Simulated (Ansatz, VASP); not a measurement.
# W in VASP and in Ansatz

```xyz
1
Lattice="-1.5210 1.5210 1.5210 1.5210 -1.5210 1.5210 1.5210 1.5210 -1.5210" Properties=species:S:1:pos:R:3 pbc="T T T"
W     0.0000    0.0000    0.0000
```

Change from the starting cell: equal engineering shear yz, xz and xy +0.0000, equal normal strain along x, y and z -0.0300.

Alike in both runs: task single point; functional LDA; k mesh 20 × 20 × 20; occupations gaussian, width 0.15 eV; no spin polarisation.

|  | VASP | Ansatz |
| --- | --- | --- |
| version | VASP 6.6.1 | Ansatz 0.2.0 |
| potentials or method | VASP PAW LDA potentials, release 64 (W_sv), cutoff 520 eV | scalar-relativistic, plane waves, PAW |
| valence electrons in the cell | 14 | 14 |

Ansatz gave:

* gap on the k mesh at the Fermi level (eV): none
* pressure (GPa): 36.7

Problem. Estimate VASP's values.

Solution. gap on the k mesh at the Fermi level (eV): none; pressure (GPa): 39.4.

Ansatz warns that its potentials were made for another functional, while VASP's fit it. LDA's correlation is that of Perdew and Zunger in VASP and of Perdew and Wang (1992) in Ansatz. A gap of «none» marks a metal or a gap that the smearing closes. Both programs put the cell under a high pressure, so it lies far from rest at this level.

Neither program's run includes spin-orbit coupling.
